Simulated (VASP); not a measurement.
# Cs3NaB2 (P6/mmm) in VASP: single point with PBE

Aim: the single point of Cs3NaB2 with PBE.

Everything below comes from runs of VASP 6.6.1. Logs are shortened: lines on timing, memory, paths and dates and some standing lists are left out, and cuts for length are marked.

### 1 The cell of the first run

Symmetry: P6/mmm, No. 191, hexagonal system. Conventional cell: a = 8.971 Å, b = 8.971 Å, c = 4.128 Å, α = 90.00°, β = 90.00°, γ = 120.00°. Within 4.5 Å of Cs (site symmetry mmm) lie 4 B at 3.31 Å and 6 Cs at 4.13 to 4.49 Å. Within 5.4 Å of Na (site symmetry 6/mmm) lie 2 Na at 4.13 Å and 12 Cs at 4.94 Å and 6 B at 5.18 Å. Within 4.4 Å of B (site symmetry -6m2) lie 6 Cs at 3.31 Å and 2 B at 4.13 Å.

The cell was built from a structure type or drawn by symmetry, and may not be a known phase.

### 2 Single point, PBE

Input file INCAR:

```
SYSTEM = Cs3NaB2
PREC     = Accurate       ! precision mode
ENCUT    = 520            ! plane-wave cutoff, eV
EDIFF    = 1E-7           ! SCF threshold, eV
ISMEAR   = 0              ! smearing method
SIGMA    = 0.1            ! smearing width, eV
LREAL    = .FALSE.        ! projectors in reciprocal space
LASPH    = .TRUE.         ! aspherical terms in the spheres
NELM     = 80             ! most SCF steps
ALGO     = Fast           ! electronic algorithm
ISIF     = 2              ! what is computed and relaxed
LWAVE    = .FALSE.        ! write WAVECAR
LCHARG   = .TRUE.         ! write CHGCAR
GGA      = PE             ! functional
LELF     = .TRUE.         ! ELF
LVHAR    = .TRUE.       
NBANDS   = 29             ! bands
```

Input file KPOINTS:

```
Automatic mesh
0
G
  6 6 10
  0 0 0
```

Input file POSCAR:

```
Cs3NaB2
1.0
    8.9708599988      0.0000000000      0.0000000000
   -4.4854299994      7.7689926527      0.0000000000
    0.0000000000      0.0000000000      4.1276879137
Cs Na B
3 1 2
Direct
    0.5000000000      0.0000000000      0.5000000000
    0.5000000000      0.5000000000      0.5000000000
    0.0000000000      0.5000000000      0.5000000000
    0.0000000000      0.0000000000      0.0000000000
    0.3333333333      0.6666666667      0.0000000000
    0.6666666667      0.3333333333      0.0000000000
```

Potentials or basis: VASP PAW PBE potentials, release 64 (Cs_sv, Na_pv, B).

The run is started by

```
$ cat potpaw_PBE.64/Cs_sv/POTCAR potpaw_PBE.64/Na_pv/POTCAR potpaw_PBE.64/B/POTCAR > POTCAR
$ mpirun -np 1 vasp_std > vasp.out
```

OUTCAR:

```text
SYSTEM = Cs3NaB2
   PREC = Accurate
   ENCUT = 520
   EDIFF = 1E-7
   ISMEAR = 0
   LREAL = .FALSE.
   LASPH = .TRUE.
   NELM = 80
   ISIF = 2
   GGA = PE

 ion  position               nearest neighbor table
   1  0.500  0.000  0.500-
   2  0.500  0.500  0.500-
   3  0.000  0.500  0.500-
   4  0.000  0.000  0.000-
   5  0.333  0.667  0.000-
   6  0.667  0.333  0.000-

  LATTYP: Found a hexagonal cell.
 ALAT       =     8.9708599988
 C/A-ratio  =     0.4601217625

  Lattice vectors:

 A1 = (   8.9708599988,   0.0000000000,   0.0000000000)
 A2 = (  -4.4854299994,   7.7689926527,   0.0000000000)
 A3 = (   0.0000000000,   0.0000000000,   4.1276879137)

Analysis of symmetry for initial positions (statically):
=====================================================================
 Subroutine PRICEL returns:
 Original cell was already a primitive cell.

 Routine SETGRP: Setting up the symmetry group for a
 hexagonal supercell.

 Subroutine GETGRP returns: Found 24 space group operations
 (whereof 24 operations were pure point group operations)
 out of a pool of 24 trial point group operations.

The static configuration has the point symmetry D_6h.

Analysis of symmetry for dynamics (positions and initial velocities):
=====================================================================
 Subroutine PRICEL returns:
 Original cell was already a primitive cell.

 Routine SETGRP: Setting up the symmetry group for a
 hexagonal supercell.

 Subroutine GETGRP returns: Found 24 space group operations
 (whereof 24 operations were pure point group operations)
 out of a pool of 24 trial point group operations.

The dynamic configuration has the point symmetry D_6h.

 Subroutine INISYM returns: Found 24 space group operations
 (whereof 24 operations are pure point group operations),
 and found     1 'primitive' translations

----------------------------------------------------------------------------------------

                                     Primitive cell

  volume of cell :     287.6773

  direct lattice vectors                    reciprocal lattice vectors
     8.970859999  0.000000000  0.000000000     0.111472033  0.064358408  0.000000000
    -4.485429999  7.768992653  0.000000000     0.000000000  0.128716816  0.000000000
     0.000000000  0.000000000  4.127687914     0.000000000  0.000000000  0.242266378

  length of vectors
     8.970859999  8.970859999  4.127687914     0.128716816  0.128716816  0.242266378

  position of ions in fractional coordinates (direct lattice)
     0.500000000  0.000000000  0.500000000
     0.500000000  0.500000000  0.500000000
     1.000000000  0.500000000  0.500000000
     0.000000000  0.000000000  0.000000000
     0.333333333  0.666666667  0.000000000
     0.666666667  0.333333333  0.000000000

  ion indices of the primitive-cell ions
   primitive index   ion index
                 1           1
                 2           2
                 3           3
                 4           4
                 5           5
                 6           6

----------------------------------------------------------------------------------------

 KPOINTS: Automatic mesh

Automatic generation of k-mesh.
 Grid dimensions read from file:
 generate k-points for:    6    6   10

 Generating k-lattice:

  Cartesian coordinates                     Fractional coordinates (reciprocal lattice)
     0.018578672  0.010726401  0.000000000     0.166666667  0.000000000  0.000000000
     0.000000000  0.021452803  0.000000000     0.000000000  0.166666667  0.000000000
     0.000000000  0.000000000  0.024226638     0.000000000  0.000000000  0.100000000

  Length of vectors
     0.021452803  0.021452803  0.024226638

  Shift w.r.t. Gamma in fractional coordinates (k-lattice)
     0.000000000  0.000000000  0.000000000

 Subroutine IBZKPT returns following result:
 ===========================================

 Found     42 irreducible k-points:

 Following reciprocal coordinates:
            Coordinates               Weight
  0.000000  0.000000  0.000000      1.000000
  0.166667  0.000000  0.000000      6.000000
  0.333333  0.000000  0.000000      6.000000
  0.500000  0.000000  0.000000      3.000000
  0.166667  0.166667  0.000000      6.000000
  0.333333  0.166667  0.000000     12.000000
[... 16 lines left out ...]
  0.166667  0.000000  0.300000     12.000000
  0.333333  0.000000  0.300000     12.000000
 [... further k-points ...]
   k-points           NKPTS =     42   k-points in BZ     NKDIM =     42   number of bands    NBANDS=     29
   number of dos      NEDOS =    301   number of ions     NIONS =      6
   total plane-waves  NPLWV = 156800
   dimension x,y,z NGX =    70 NGY =   70 NGZ =   32
   dimension x,y,z NGXF=   140 NGYF=  140 NGZF=   64
   ions per type =               3   1   2
   NGX,Y,Z   is equivalent  to a cutoff of  12.97, 12.97, 12.89 a.u.
   NGXF,Y,Z  is equivalent  to a cutoff of  25.94, 25.94, 25.78 a.u.
 SYSTEM =  Cs3NaB2
   PREC   = accura    normal or accurate (medium, high low for compatibility)
   ISTART =      0    job   : 0-new  1-cont  2-samecut
   ICHARG =      2    charge: 1-file 2-atom 10-const
   ISPIN  =      1    spin polarized calculation?
   LNONCOLLINEAR =      F non collinear calculations
   LSORBIT =      F    spin-orbit coupling
   LASPH  =      T    aspherical Exc in radial PAW
   ENCUT  =  520.0 eV  38.22 Ry    6.18 a.u.  16.68 16.68  7.67*2*pi/ulx,y,z
   NELM   =     80;   NELMIN=  2; NELMDL= -5     # of ELM steps
   EDIFF  = 0.1E-06   stopping-criterion for ELM
   LREAL  =      F    real-space projection
   EDIFFG = 0.1E-05   stopping-criterion for IOM
   NSW    =      0    number of steps for IOM
   IBRION =     -1    ionic relax: 0-MD 1-quasi-New 2-CG
   NFREE  =      0    steps in history (QN), initial steepest desc. (CG)
   ISIF   =      2    stress and relaxation
   ISYM   =      2    0-nonsym 1-usesym 2-fastsym
   POTIM  = 0.5000    time-step for ionic-motion
   TEBEG  =    0.0;   TEEND  =   0.0 temperature during run
   PSTRESS=    0.0 pullay stress
   NELECT =      40.0000    total number of electrons
   NUPDOWN=      -1.0000    fix difference up-down
   EMIN   =  10.00;   EMAX   =-10.00  energy-range for DOS
   EFERMI =   0.00;   METHOD = LEGACY
   ISMEAR =     0;   SIGMA  =   0.10  broadening in eV -4-tet -1-fermi 0-gaus
   EFERMI_NEDOS =   21; number of points for ismear=-14 and -15
   IALGO  =     68    algorithm
   IMIX   =      4    mixing-type and parameters
     AMIX     =   0.40;   BMIX     =  1.00
     AMIX_MAG =   1.60;   BMIX_MAG =  1.00
  volume/ion in A,a.u.               =      47.95       323.56
  Fermi-wavevector in a.u.,A,eV,Ry     =   0.848125  1.602723  9.786877  0.719315
  Thomas-Fermi vector in A             =   1.963739
   LORBIT       =      0    0 simple, 1 ext, 2 COOP (PROOUT), +10 PAW based schemes
   GGA     = PE    functional components
   LHFCALC =     F    Hartree Fock is set to
   AEXX    =    0.0000 exact exchange contribution
   IVDW    =     0    specifies the selected vdW correction
   LEPSILON=     F    determine dielectric tensor
   LRPA    =     F    only Hartree local field effects (RPA)
 non-spin polarized calculation
 RMM-DIIS sequential band-by-band and
 Gauss-broadening in eV      SIGMA  =   0.10
  energy-cutoff  :      520.00
  volume of cell :      287.68
 maximum number of plane-waves:      7779
 NGX is ok and might be reduce to    70
   NGX = 33   NGY = 33   NGZ = 15

 number of electron      39.9999998 magnetization

 Free energy of the ion-electron system (eV)
  ---------------------------------------------------
  ext. energy  EPLUGINS =         0.00000000
  ---------------------------------------------------
  free energy    TOTEN  =        -9.02252503 eV

  energy without entropy =       -8.99587718  energy(sigma->0) =       -9.00920110

 E-fermi :   0.7131     XC(G=0):  -6.7962

 val. band max:        0.7028450639   @ k =   0.5000   0.0000   0.0000
 cond. band min:       0.7185460065   @ k =   0.3333   0.0000   0.3000
 fundamental gap:      0.0157009426
 Fermi energy:         0.7130996769

 k-point     1 :       0.0000    0.0000    0.0000
  band No.  band energies     occupation
      1     -24.6052      2.00000
      2     -24.6052      2.00000
      3     -24.5951      2.00000
      4     -21.6290      2.00000
      5     -21.5827      2.00000
      6     -21.5827      2.00000
[... 21 lines left out ...]
     28       3.4442      0.00000
     29       3.4442      0.00000

 k-point     2 :       0.1667    0.0000    0.0000
  band No.  band energies     occupation
      1     -24.6052      2.00000
      2     -24.6052      2.00000
      3     -24.5951      2.00000
      4     -21.6263      2.00000
      5     -21.5855      2.00000
      6     -21.5827      2.00000
[... 21 lines left out ...]
     28       3.7014      0.00000
     29       3.7188      0.00000

 k-point     3 :       0.3333    0.0000    0.0000
  band No.  band energies     occupation
      1     -24.6052      2.00000
      2     -24.6052      2.00000
      3     -24.5951      2.00000
      4     -21.6193      2.00000
      5     -21.5926      2.00000
      6     -21.5827      2.00000
[... 21 lines left out ...]
     28       3.8017      0.00000
     29       4.1484      0.00000

 k-point     4 :       0.5000    0.0000    0.0000
  band No.  band energies     occupation
      1     -24.6052      2.00000
      2     -24.6052      2.00000
      3     -24.5951      2.00000
      4     -21.6137      2.00000
      5     -21.5983      2.00000
      6     -21.5827      2.00000
[... 597 lines left out ...]
     28       3.8650      0.00000
     29       3.8650      0.00000

 k-point    23 :       0.1667    0.0000    0.3000
  band No.  band energies     occupation
      1     -24.6049      2.00000
      2     -24.6049      2.00000
      3     -24.5990      2.00000
      4     -21.5784      2.00000
      5     -21.5399      2.00000
      6     -21.5373      2.00000
[... 21 lines left out ...]
     28       3.9141      0.00000
     29       3.9300      0.00000

 k-point    24 :       0.3333    0.0000    0.3000
  band No.  band energies     occupation
      1     -24.6049      2.00000
      2     -24.6049      2.00000
      3     -24.5990      2.00000
      4     -21.5718      2.00000
      5     -21.5466      2.00000
      6     -21.5373      2.00000
[... 21 lines left out ...]
     28       4.0958      0.00000
     29       4.1495      0.00000

 [... further k-points ...]

------------------------ aborting loop because EDIFF is reached ----------------------------------------

  FORCE on cell =-STRESS in cart. coord.  units (eV):
  Direction    XX          YY          ZZ          XY          YZ          ZX
  --------------------------------------------------------------------------------------
  -------------------------------------------------------------------------------------
  Total       -0.0459444     -0.0459444      0.1079155      0.0000000     -0.0000000      0.0000000
  in kB       -0.2558806     -0.2558806      0.6010200      0.0000000     -0.0000000      0.0000000
  external PRESSURE =       0.0297529 kB  Pullay stress =       0.0000000 kB

 VOLUME and BASIS-vectors are now :
 -----------------------------------------------------------------------------
  energy-cutoff  :      520.00
  volume of cell :      287.68
      direct lattice vectors                 reciprocal lattice vectors
     8.970859999  0.000000000  0.000000000     0.111472033  0.064358408  0.000000000
    -4.485429999  7.768992653  0.000000000     0.000000000  0.128716816  0.000000000
     0.000000000  0.000000000  4.127687914     0.000000000  0.000000000  0.242266378

 POSITION                                       TOTAL-FORCE (eV/Angst)
 -----------------------------------------------------------------------------------
      4.48543      0.00000      2.06384         0.000000      0.000000     -0.000000
      2.24271      3.88450      2.06384         0.000000      0.000000     -0.000000
     -2.24271      3.88450      2.06384         0.000000      0.000000     -0.000000
      0.00000      0.00000      0.00000         0.000000      0.000000     -0.000000
     -0.00000      5.17933      0.00000        -0.000000      0.000000      0.000000
      4.48543      2.58966      0.00000         0.000000     -0.000000     -0.000000
 -----------------------------------------------------------------------------------
    total drift:                                0.000000      0.000000      0.000000

  FREE ENERGIE OF THE ION-ELECTRON SYSTEM (eV)
  ---------------------------------------------------
  free  energy   TOTEN  =        -9.0225250288 eV

  energy  without entropy=       -8.9958771767  energy(sigma->0) =       -9.00920110
```

Run time: 6.5 min. Hardware: 1 thread of Intel Xeon Platinum 8375C at 2.90GHz (Ice Lake), shared host; peak memory 0.6 GiB.

What came out:

```
Free energy            : -9.0225 eV
Pressure               : 0.0 GPa
Band gap on the k mesh : zero (bands 20 and 21 overlap by 0.15 eV)
```

Caveat: spin-orbit coupling is left out, which moves the levels of the heavy elements.
